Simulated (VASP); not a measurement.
A run of VASP 6.6.1 is set up as follows.

File INCAR:

```
  PREC = Accurate
  ENCUT = 520
  EDIFF = 1E-7
  ISMEAR = -1
  SIGMA = 0.05
  LREAL = F
  LASPH = T
  NELM = 150
  ALGO = Normal
  ISIF = 2
  LWAVE = F
  LCHARG = F
  ISPIN = 2
  MAGMOM = 1
  LORBIT = 11
  LMAXMIX = 4
  GGA = PE
  NBANDS = 17
```

Contents of KPOINTS:

```
Automatic mesh
0
Gamma
  16 16 16
```

The input POSCAR:

```
Ru
1.0
   -1.5265669048      1.5265669048      1.5265669048
    1.5265669048     -1.5265669048      1.5265669048
    1.5265669048      1.5265669048     -1.5265669048
Ru
1
Direct
    0.0000000000      0.0000000000      0.0000000000
```

Potentials or basis: VASP PAW PBE potentials, release 64 (Ru_pv).

The run is started by

```sh
$ cat potpaw_PBE.64/Ru_pv/POTCAR > POTCAR
$ mpirun -np 1 vasp_std > vasp.out
```

Question: Estimate the band gap on the k mesh.

Answer: Zero (filled and empty bands overlap).

Question: Estimate the pressure.

Answer: 0.0 GPa.

Question: Estimate the net moment.

Answer: 0.00 μB per cell.
